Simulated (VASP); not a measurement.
Os: single point with LDA

Os:

```xyz
2
Lattice="2.7306 0.0000 0.0000 -1.3653 2.3648 0.0000 0.0000 0.0000 4.4236" Properties=species:S:1:pos:R:3 pbc="T T T"
Os   -0.0410    1.5529    1.0395
Os    1.4063    0.8119    3.3840
```

This cell differs from its parent crystal: shortest bond scaled by 0.94.

```json
{
  "Program": "VASP 6.6.1",
  "Task": "single point",
  "Functional": "LDA",
  "Potentials or basis": "VASP PAW LDA potentials, release 64 (Os)",
  "Cutoff": "520 eV",
  "k mesh": "13 × 13 × 7",
  "Occupations": "fermi-dirac, width 0.05 eV",
  "Spin": "no spin polarisation"
}
```

```json
{"Pressure": "-12.2 GPa", "Largest force": "1.764 eV/Å", "Band gap on the k mesh": "zero (bands 8 and 9 overlap by 3.75 eV)"}
```

Forces on the atoms (eV/Å):
```
Os   0.698  0.403  1.569
Os  -0.698 -0.403 -1.569
```

Stress tensor (GPa, compression positive):
```
 -8.48   0.56   2.66
  0.56  -9.12   1.53
  2.66   1.53 -19.00
```

Levels at points of the mesh, in eV from the Fermi level:
```
           k point  band 4  band 5  band 6  band 7  band 8  band 9  band 10  band 11  band 12  band 13
(0.00, 0.00, 0.00)   -3.11   -3.00   -2.51   -2.32   -1.45   -0.91    -0.06     1.28     1.99     8.16
```

It took 44 s on 1 thread of Intel(R) Xeon(R) 6975P-C (Granite Rapids) (shared host), peak memory 0.22 GiB.

Caveat: the cell differs from its parent crystal (shortest bond scaled by 0.94); the cell stands under tension; spin-orbit coupling is left out, which moves the levels of the heavy elements; forces of over 1 eV/Å act on the atoms, so gaps and moduli don't describe the material at rest.
